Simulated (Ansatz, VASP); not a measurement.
# One calculation of FeSi, two programs

```xyz
4
Lattice="0.0000 2.8677 2.8677 2.8677 0.0000 2.8677 2.8677 2.8677 0.0000" Properties=species:S:1:pos:R:3 pbc="T T T"
Fe    1.4338    1.4338    1.4338
Fe    0.0000    0.0000    0.0000
Si    4.3015    4.3015    4.3015
Si    2.8677    2.8677    2.8677
```

Alike in both runs: functional PBE; k mesh 14 × 14 × 14; occupations gaussian, width 0.1 eV; collinear spin.

Ansatz relaxed the structure, and its values are those at the end. VASP's run is a single point on that final structure, the one shown.

|  | VASP | Ansatz |
| --- | --- | --- |
| version | VASP 6.6.1 | Ansatz 0.2.0 |
| potentials or method | VASP PAW PBE potentials, release 64 (Fe, Si), cutoff 520 eV | scalar-relativistic, plane waves, PAW |
| valence electrons in the cell | 24 | 40 |

Ansatz gave:

```
gap on the k mesh at the Fermi level (eV)                     : none
pressure (GPa)                                                : 0.0
net moment per atom (μB)                                      : 0.89
size of the moment on the site where the two differ most (μB) : 0.04
```

Q: What did VASP give for the same quantities?

A: gap on the k mesh at the Fermi level (eV): none; pressure (GPa): -0.1; net moment per atom (μB): 0.88; size of the moment on the site where the two differ most (μB): 0.01.

Site moments also hang on the region over which each program counts them. A gap of «none» marks a metal or a gap that the smearing closes. VASP's potentials hold 24 valence electrons a cell and Ansatz's 40, so a difference there can come from the potentials and not from the codes.
